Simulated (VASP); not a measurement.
# KCl (Pm-3m) in VASP: further runs

The runs below take KCl through single point, with PBEsol.

Program: VASP 6.6.1. These are calculated values, not measurements. Logs are shortened: lines on timing, memory, paths and dates and some standing lists are left out, and cuts for length are marked.

**1. The cell of the first run**

It takes space group Pm-3m (No. 221, cubic). Conventional cell: a = 3.622 Å, b = 3.622 Å, c = 3.622 Å, α = 90.00°, β = 90.00°, γ = 90.00°. Within 4.1 Å of K (site symmetry m-3m) lie 8 Cl at 3.14 Å and 6 K at 3.62 Å. Cl (site symmetry m-3m) has 8 K at 3.14 Å and 6 Cl at 3.62 Å within 4.1 Å.

**2. Single point, PBEsol (volume scaled by 0.99)**

INCAR

```
SYSTEM = KCl
PREC = Accurate ; ENCUT = 520
EDIFF = 1E-7 ; ISMEAR = -1
SIGMA = 0.01 ; LREAL = .FALSE.
LASPH = .TRUE. ; NELM = 60
ALGO = Normal ; ISIF = 2
LWAVE = .FALSE. ; LCHARG = .FALSE.
GGA = PS ; NBANDS = 15
```

KPOINTS

```
regular mesh
0
G
  7 7 7
  0 0 0
```

POSCAR

```
KCl
1.0
    3.6218460631      0.0000000000      0.0000000000
    0.0000000000      3.6218460631      0.0000000000
    0.0000000000      0.0000000000      3.6218460631
K Cl
1 1
Direct
    0.0000000000      0.0000000000      0.0000000000
    0.5000000000      0.5000000000      0.5000000000
```

Potentials or basis: VASP PAW PBE potentials, release 64 (K_sv, Cl).

The run is started by

```console
$ cat potpaw_PBE.64/K_sv/POTCAR potpaw_PBE.64/Cl/POTCAR > POTCAR
$ mpirun -np 1 vasp_std > vasp.out
```

OUTCAR:

```text
SYSTEM = KCl
   PREC = Accurate
   ENCUT = 520
   EDIFF = 1E-7
   ISMEAR = -1
   LREAL = .FALSE.
   LASPH = .TRUE.
   NELM = 60
   ISIF = 2
   GGA = PS

 ion  position               nearest neighbor table
   1  0.000  0.000  0.000-   2 3.14   2 3.14   2 3.14   2 3.14   2 3.14   2 3.14   2 3.14   2 3.14

   2  0.500  0.500  0.500-   1 3.14   1 3.14   1 3.14   1 3.14   1 3.14   1 3.14   1 3.14   1 3.14

  LATTYP: Found a simple cubic cell.
 ALAT       =     3.6218460631

  Lattice vectors:

 A1 = (   3.6218460631,   0.0000000000,   0.0000000000)
 A2 = (   0.0000000000,   3.6218460631,   0.0000000000)
 A3 = (   0.0000000000,   0.0000000000,   3.6218460631)

Analysis of symmetry for initial positions (statically):
=====================================================================
 Subroutine PRICEL returns:
 Original cell was already a primitive cell.

 Routine SETGRP: Setting up the symmetry group for a
 simple cubic supercell.

 Subroutine GETGRP returns: Found 48 space group operations
 (whereof 48 operations were pure point group operations)
 out of a pool of 48 trial point group operations.

The static configuration has the point symmetry O_h .

Analysis of symmetry for dynamics (positions and initial velocities):
=====================================================================
 Subroutine PRICEL returns:
 Original cell was already a primitive cell.

 Routine SETGRP: Setting up the symmetry group for a
 simple cubic supercell.

 Subroutine GETGRP returns: Found 48 space group operations
 (whereof 48 operations were pure point group operations)
 out of a pool of 48 trial point group operations.

The dynamic configuration has the point symmetry O_h .

 Subroutine INISYM returns: Found 48 space group operations
 (whereof 48 operations are pure point group operations),
 and found     1 'primitive' translations

----------------------------------------------------------------------------------------

                                     Primitive cell

  volume of cell :      47.5105

  direct lattice vectors                    reciprocal lattice vectors
     3.621846063  0.000000000  0.000000000     0.276102292  0.000000000  0.000000000
     0.000000000  3.621846063  0.000000000     0.000000000  0.276102292  0.000000000
     0.000000000  0.000000000  3.621846063     0.000000000  0.000000000  0.276102292

  length of vectors
     3.621846063  3.621846063  3.621846063     0.276102292  0.276102292  0.276102292

[... 83 lines left out ...]
   POTIM  = 0.5000    time-step for ionic-motion
   TEBEG  =    0.0;   TEEND  =   0.0 temperature during run
   PSTRESS=    0.0 pullay stress
   NELECT =      16.0000    total number of electrons
   NUPDOWN=      -1.0000    fix difference up-down
   EMIN   =  10.00;   EMAX   =-10.00  energy-range for DOS
   EFERMI =   0.00;   METHOD = LEGACY
   ISMEAR =    -1;   SIGMA  =   0.01  broadening in eV -4-tet -1-fermi 0-gaus
   EFERMI_NEDOS =   21; number of points for ismear=-14 and -15
   IALGO  =     38    algorithm
   IMIX   =      4    mixing-type and parameters
     AMIX     =   0.40;   BMIX     =  1.00
     AMIX_MAG =   1.60;   BMIX_MAG =  1.00
  volume/ion in A,a.u.               =      23.76       160.31
  Fermi-wavevector in a.u.,A,eV,Ry     =   1.138985  2.152370 17.650672  1.297288
  Thomas-Fermi vector in A             =   2.275689
   LORBIT       =      0    0 simple, 1 ext, 2 COOP (PROOUT), +10 PAW based schemes
   GGA     = PS    functional components
   LHFCALC =     F    Hartree Fock is set to
   AEXX    =    0.0000 exact exchange contribution
   IVDW    =     0    specifies the selected vdW correction
   LEPSILON=     F    determine dielectric tensor
   LRPA    =     F    only Hartree local field effects (RPA)
 non-spin polarized calculation
  energy-cutoff  :      520.00
  volume of cell :       47.51
 maximum number of plane-waves:      1309
 NGX is ok and might be reduce to    28
   NGX = 13   NGY = 13   NGZ = 13

 number of electron      16.0000003 magnetization

 Free energy of the ion-electron system (eV)
  ---------------------------------------------------
  ext. energy  EPLUGINS =         0.00000000
  ---------------------------------------------------
  free energy    TOTEN  =        -6.87667625 eV

  energy without entropy =       -6.87667625  energy(sigma->0) =       -6.87667625

 E-fermi :   0.2959     XC(G=0):  -9.0779

 val. band max:        0.0220719406   @ k =   0.4286   0.4286   0.0000
 cond. band min:       5.4720090522   @ k =   0.0000   0.0000   0.0000
 fundamental gap:      5.4499371116
 Fermi energy:         0.2958831627

 k-point     1 :       0.0000    0.0000    0.0000
  band No.  band energies     occupation
      1     -27.5863      2.00000
      2     -12.8735      2.00000
      3     -10.9939      2.00000
      4     -10.9939      2.00000
      5     -10.9939      2.00000
      6      -0.1839      2.00000
      7      -0.1839      2.00000
      8      -0.1839      2.00000
      9       5.4720      0.00000
     10       6.2529      0.00000
     11       6.2529      0.00000
     12      11.1111      0.00000
     13      11.1111      0.00000
     14      11.1111      0.00000
[... 329 lines left out ...]
      2     -12.2792      2.00000
      3     -11.2690      2.00000
      4     -11.2671      2.00000
      5     -11.2671      2.00000
      6      -1.6888      2.00000
      7      -1.6888      2.00000
      8      -1.6166      2.00000
      9       8.7524      0.00000
     10       9.1128      0.00000
     11       9.1128      0.00000
     12      10.6612      0.00000
     13      10.7097      0.00000
     14      10.7097      0.00000
     15      13.3222      0.00000

------------------------ aborting loop because EDIFF is reached ----------------------------------------

  FORCE on cell =-STRESS in cart. coord.  units (eV):
  Direction    XX          YY          ZZ          XY          YZ          ZX
  --------------------------------------------------------------------------------------
  -------------------------------------------------------------------------------------
  Total        0.8060717      0.8060717      0.8060717      0.0000000      0.0000000      0.0000000
  in kB       27.1828074     27.1828074     27.1828074      0.0000000      0.0000000      0.0000000
  external PRESSURE =      27.1828074 kB  Pullay stress =       0.0000000 kB

 VOLUME and BASIS-vectors are now :
 -----------------------------------------------------------------------------
  energy-cutoff  :      520.00
  volume of cell :       47.51
      direct lattice vectors                 reciprocal lattice vectors
     3.621846063  0.000000000  0.000000000     0.276102292  0.000000000  0.000000000
     0.000000000  3.621846063  0.000000000     0.000000000  0.276102292  0.000000000
     0.000000000  0.000000000  3.621846063     0.000000000  0.000000000  0.276102292

 POSITION                                       TOTAL-FORCE (eV/Angst)
 -----------------------------------------------------------------------------------
      0.00000      0.00000      0.00000         0.000000      0.000000      0.000000
      1.81092      1.81092      1.81092         0.000000      0.000000      0.000000
 -----------------------------------------------------------------------------------
    total drift:                               -0.000000      0.000000      0.000000

  FREE ENERGIE OF THE ION-ELECTRON SYSTEM (eV)
  ---------------------------------------------------
  free  energy   TOTEN  =        -6.8766762533 eV

  energy  without entropy=       -6.8766762533  energy(sigma->0) =       -6.87667625
```

OSZICAR:

```text
N       E                     dE             d eps       ncg     rms          rms(c)
DAV:   1     0.101115931768E+03    0.10112E+03   -0.74378E+03   600   0.996E+02
DAV:   2    -0.196665827214E+01   -0.10308E+03   -0.95334E+02   792   0.245E+02
DAV:   3    -0.695852127593E+01   -0.49919E+01   -0.49654E+01   838   0.480E+01
DAV:   4    -0.712048695745E+01   -0.16197E+00   -0.16194E+00   851   0.834E+00
DAV:   5    -0.712181486045E+01   -0.13279E-02   -0.13279E-02   860   0.770E-01    0.371E+00
DAV:   6    -0.690446698255E+01    0.21735E+00   -0.21311E-01   705   0.332E+00    0.312E+00
DAV:   7    -0.687590156560E+01    0.28565E-01   -0.71447E-02   796   0.199E+00    0.177E+00
DAV:   8    -0.687660939808E+01   -0.70783E-03   -0.15452E-02   813   0.977E-01    0.235E-01
DAV:   9    -0.687654183240E+01    0.67566E-04   -0.49917E-04   797   0.153E-01    0.919E-02
DAV:  10    -0.687667894468E+01   -0.13711E-03   -0.19193E-04   671   0.111E-01    0.306E-02
DAV:  11    -0.687667536170E+01    0.35830E-05   -0.13985E-05   838   0.290E-02    0.110E-02
DAV:  12    -0.687667643529E+01   -0.10736E-05   -0.74899E-07   643   0.686E-03    0.238E-03
DAV:  13    -0.687667630372E+01    0.13157E-06   -0.60133E-08   601   0.208E-03    0.353E-04
DAV:  14    -0.687667625326E+01    0.50457E-07   -0.78329E-09   419   0.832E-04
   1 F= -.68766763E+01 E0= -.68766763E+01  d E =-.254956E-13
```

stdout:

```text
POSCAR found type information on POSCAR K Cl
 POSCAR found :  2 types and       2 ions
 scaLAPACK will be used
 -----------------------------------------------------------------------------
|                                                                             |
|                                                                             |
|     You enforced a specific xc type in the INCAR file but a different       |
|     I HOPE YOU KNOW WHAT YOU ARE DOING!                                     |
|                                                                             |
 -----------------------------------------------------------------------------

 LDA part: xc-table for (Slater+PW92), standard interpolation
 POSCAR, INCAR and KPOINTS ok, starting setup
 FFT: planning ... GRIDC
 FFT: planning ... GRID_SOFT
 FFT: planning ... GRID
 WAVECAR not read
 entering main loop
```

Run time: 6.5 s. Hardware: 1 thread of Intel Xeon 6975P-C (Granite Rapids), shared host; peak memory 0.15 GiB.

What came out:

```
Free energy            : -6.8767 eV
Pressure               : 2.7 GPa
Band gap on the k mesh : 5.45 eV, indirect (least direct gap 5.66 eV)
```

Levels at points of the mesh, in eV from the valence-band top:
```tsv
k point	band 5	band 6	band 7	band 8	band 9	band 10	band 11	band 12
(0.00, 0.00, 0.00)	-11.02	-0.21	-0.21	-0.21	5.45	6.23	6.23	11.09
```

Caveat: the PAW data sets were made with another functional, which shifts forces and pressure a little. A k mesh can miss the band edges.

**3. Single point, PBEsol (volume scaled by 1.02)**

INCAR

```
SYSTEM = KCl
  PREC = Accurate
  ENCUT = 520
  EDIFF = 1E-6
  ISMEAR = -1
  SIGMA = 0.01
  LREAL = .FALSE.
  LASPH = .TRUE.
  NELM = 100
  ALGO = Normal
  ISIF = 2
  LWAVE = .FALSE.
  LCHARG = .TRUE.
  GGA = PS
  LELF = .TRUE.
  LVHAR = .TRUE.
  NBANDS = 15
```

KPOINTS

```
Automatic mesh
0
G
  7 7 7
  0 0 0
```

POSCAR

```
KCl
1.0
    3.6580669265      0.0000000000      0.0000000000
    0.0000000000      3.6580669265      0.0000000000
    0.0000000000      0.0000000000      3.6580669265
K Cl
1 1
Direct
    0.0000000000      0.0000000000      0.0000000000
    0.5000000000      0.5000000000      0.5000000000
```

Potentials or basis: VASP PAW PBE potentials, release 64 (K_sv, Cl).

The run is started by

```console
$ cat potpaw_PBE.64/K_sv/POTCAR potpaw_PBE.64/Cl/POTCAR > POTCAR
$ mpirun -np 1 vasp_std > vasp.out
```

It took 6.2 s on 1 thread of Intel Xeon 6975P-C (Granite Rapids), shared host; peak memory 0.15 GiB.

Results (log left out):

```
Free energy            : -6.8971 eV
Pressure               : 1.7 GPa
Band gap on the k mesh : 5.29 eV, indirect (least direct gap 5.50 eV)
```

Levels at points of the mesh, in eV from the valence-band top:
```tsv
k point	band 5	band 6	band 7	band 8	band 9	band 10	band 11	band 12
(0.00, 0.00, 0.00)	-11.06	-0.20	-0.20	-0.20	5.29	6.28	6.28	11.02
```

Caveat: the PAW data sets were made with another functional, which shifts forces and pressure a little.

**4. Single point, PBEsol (volume scaled by 1.04)**

INCAR

```
  ALGO = Normal
  EDIFF = 1E-7
  ENCUT = 520
  GGA = PS
  ISIF = 2
  ISMEAR = -1
  LASPH = True
  LCHARG = False
  LREAL = False
  LWAVE = False
  NBANDS = 15
  NELM = 60
  PREC = Accurate
  SIGMA = 0.01
```

KPOINTS

```
k-points
0
Gamma
  7 7 7
```

POSCAR

```
KCl
1.0
    3.6818212735      0.0000000000      0.0000000000
    0.0000000000      3.6818212735      0.0000000000
    0.0000000000      0.0000000000      3.6818212735
K Cl
1 1
Direct
    0.0000000000      0.0000000000      0.0000000000
    0.5000000000      0.5000000000      0.5000000000
```

The run is started by

```console
$ cat potpaw_PBE.64/K_sv/POTCAR potpaw_PBE.64/Cl/POTCAR > POTCAR
$ mpirun -np 1 vasp_std > vasp.out
```

Wall time 6.2 s (1 thread of Intel Xeon 6975P-C (Granite Rapids), shared host); peak memory 0.15 GiB.

Results (log left out):

* Free energy: -6.9061 eV
* Pressure: 1.2 GPa
* Band gap on the k mesh: 5.20 eV, indirect (least direct gap 5.40 eV)

Levels at points of the mesh, in eV from the valence-band top:
```
           k point  band 5  band 6  band 7  band 8  band 9  band 10  band 11  band 12
(0.00, 0.00, 0.00)  -11.09   -0.20   -0.20   -0.20    5.20     6.31     6.31    10.97
```

Caveat: the PAW data sets were made with another functional, which shifts forces and pressure a little.

**5. Summary**

| cell | gap on the mesh (eV) | pressure (GPa) |
| --- | --- | --- |
| a = 3.622 Å, 2 atoms | 5.45 | 2.7 |
| a = 3.658 Å, 2 atoms | 5.29 | 1.7 |
| a = 3.682 Å, 2 atoms | 5.20 | 1.2 |

Alike in all rows: task single point; level PBEsol; potentials or basis VASP PAW PBE potentials, release 64 (K_sv, Cl); no spin polarisation; k mesh 7 × 7 × 7; cutoff (eV) 520; smearing fermi-dirac 0.01 eV.

Caveats: the PAW data sets were made with another functional, which shifts forces and pressure a little.

Total energies depend on the potentials used, so only differences within one code and one set of settings carry meaning.
